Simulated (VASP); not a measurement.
Set up this calculation in VASP 6.6.1, as the native input.

```yaml
Task: single point
Functional: PBE
Potentials_or_basis: VASP PAW PBE potentials, release 64 (Hg, Te)
Cutoff: 520 eV
k_mesh: 14 × 14 × 14
Occupations: gaussian, width 0.15 eV
Spin: no spin polarisation
Dipole_correction: no
Further_INCAR_settings: ALGO = Normal; EDIFF = 1e-06; NBANDS = 16
```

The structure of HgTe lies in POSCAR:

```
HgTe
1.0
    0.0000000000      3.2676630221      3.1369565012
    3.2676630221      0.0000000000      3.1369565012
    3.2676630221      3.2676630221      0.0000000000
Hg Te
1 1
Direct
    0.0000000000      0.0000000000      0.0000000000
    0.7500000000      0.7500000000      0.7500000000
```

This cell differs from its parent crystal: ratio of the length along z to the lengths across it x 0.96, volume and fractional coordinates fixed.

The input as run:

INCAR

```
ALGO = Normal
EDIFF = 1E-6
ENCUT = 520
GGA = PE
ISIF = 2
ISMEAR = 0
LASPH = T
LCHARG = F
LREAL = F
LWAVE = F
NBANDS = 16
NELM = 100
PREC = Accurate
SIGMA = 0.15
```

KPOINTS

```
k-points
0
Gamma
  14 14 14
```

Potentials or basis: VASP PAW PBE potentials, release 64 (Hg, Te).

Launch:

```console
$ cat potpaw_PBE.64/Hg/POTCAR potpaw_PBE.64/Te/POTCAR > POTCAR
$ mpirun -np 1 vasp_std > vasp.out
```

Results of the run:

The pressure is 4.1 GPa and the band gap on the k mesh is 0.11 eV (least direct gap 0.13 eV).

Caveat: the cell stands under pressure; the smearing spreads over this small gap; spin-orbit coupling is left out, which moves the levels of the heavy elements.

It took 84 s on 1 thread of Intel(R) Xeon(R) 6975P-C (Granite Rapids), on a shared host, peak memory 0.41 GiB.
